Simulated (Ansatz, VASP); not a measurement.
**IrRu5 in VASP and in Ansatz**

Contents of INCAR:

```
PREC = Accurate ; ENCUT = 520
EDIFF = 1E-6 ; ISMEAR = 0
SIGMA = 0.1 ; LREAL = F
LASPH = T ; NELM = 100
ALGO = Normal ; ISIF = 2
LWAVE = F ; LCHARG = T
GGA = PE ; LELF = T
LVHAR = T ; NBANDS = 48
```

File KPOINTS:

```
regular mesh
0
Gamma
  6 6 2
```

The input POSCAR:

```
IrRu5
1.0
    2.7064543400      0.0000000000      0.0000000000
   -1.3532271700      2.3438582100      0.0000000000
    0.0000000000      0.0000000000     12.7797440000
Ru Ir
5 1
Direct
    0.3333333300      0.6666666700      0.8333333300
    0.3333333300      0.6666666700      0.1666666700
    0.3333333300      0.6666666700      0.5000000000
    0.6666666700      0.3333333300      0.3333333300
    0.6666666700      0.3333333300      0.6666666700
    0.6666666700      0.3333333300      0.0000000000
```

Input for Ansatz:

```yaml
crystal:
  lattice:
    - [2.70645434, 0.0, 0.0]
    - [-1.35322717, 2.34385821, 0.0]
    - [0.0, 0.0, 12.779744]
  atoms:
    - { symbol: Ru, position: [0.33333333, 0.66666667, 0.83333333] }
    - { symbol: Ru, position: [0.33333333, 0.66666667, 0.16666667] }
    - { symbol: Ru, position: [0.33333333, 0.66666667, 0.5] }
    - { symbol: Ru, position: [0.66666667, 0.33333333, 0.33333333] }
    - { symbol: Ru, position: [0.66666667, 0.33333333, 0.66666667] }
    - { symbol: Ir, position: [0.66666667, 0.33333333, 0.0] }
basis:
  ecutwfc: 420
kpoints:
  mp_grid: { grid: [6, 6, 2] }
hamiltonian:
  xc: pbe
scf:
  occupations: { method: gaussian, width: 0.1 }
  lower_state_search: "off"
output:
  forces: true
  stress: true
  eigenvalues: true
```

Alike in both runs: task single point; functional PBE; k mesh 6 × 6 × 2; occupations gaussian, width 0.1 eV; no spin polarisation.

|  | VASP | Ansatz |
| --- | --- | --- |
| version | VASP 6.6.1 | Ansatz 0.2.0 |
| potentials or method | VASP PAW PBE potentials, release 64 (Ru_pv, Ir), cutoff 520 eV | scalar-relativistic, plane waves, PAW |
| valence electrons in the cell | 79 | 97 |

|  | VASP | Ansatz | Ansatz less VASP |
| --- | --- | --- | --- |
| gap on the k mesh at the Fermi level (eV) | none | none | - |
| pressure (GPa) | 10.4 | 10.3 | -0.07 |
| traceless stress, the component that is largest in VASP (GPa) | -3.94 | -3.96 | -0.025 |
| rms of the force components (eV/Å) | 0.224 | 0.215 | -0.0090 |

Atom by atom the forces differ by 0.009 eV/Å (rms over components). A gap of «none» marks a metal or a gap that the smearing closes. VASP's potentials hold 79 valence electrons a cell and Ansatz's 97, so a difference there can come from the potentials and not from the codes.

The k mesh is coarse, so the values compare programs but aren't converged. Spin-orbit coupling is off throughout.
